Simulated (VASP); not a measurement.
A run of VASP 6.6.1 is set up as follows.

File INCAR:

```
SYSTEM = LiF
  PREC = Accurate
  ENCUT = 520
  EDIFF = 1E-6
  ISMEAR = 0
  SIGMA = 0.01
  LREAL = .FALSE.
  LASPH = .TRUE.
  NELM = 100
  ALGO = Normal
  ISIF = 2
  LWAVE = .FALSE.
  LCHARG = .FALSE.
  GGA = CA
  NBANDS = 12
```

The input KPOINTS:

```
Automatic mesh
0
G
  10 10 10
  0 0 0
```

File POSCAR:

```
LiF
1.0
    0.0000000000      1.8713115666      1.8713115666
    1.8713115666      0.0000000000      1.8713115666
    1.8713115666      1.8713115666      0.0000000000
Li F
1 1
Direct
    0.0000000000      0.0000000000      0.0000000000
    0.5000000000      0.5000000000      0.5000000000
```

Potentials or basis: VASP PAW LDA potentials, release 64 (Li_sv, F).

The run is started by

```bash
$ cat potpaw_LDA.64/Li_sv/POTCAR potpaw_LDA.64/F/POTCAR > POTCAR
$ mpirun -np 1 vasp_std > vasp.out
```

Task: What does it give for the band gap on the k mesh?

Result: 11.12 eV, direct.

 A k mesh can miss the band edges.
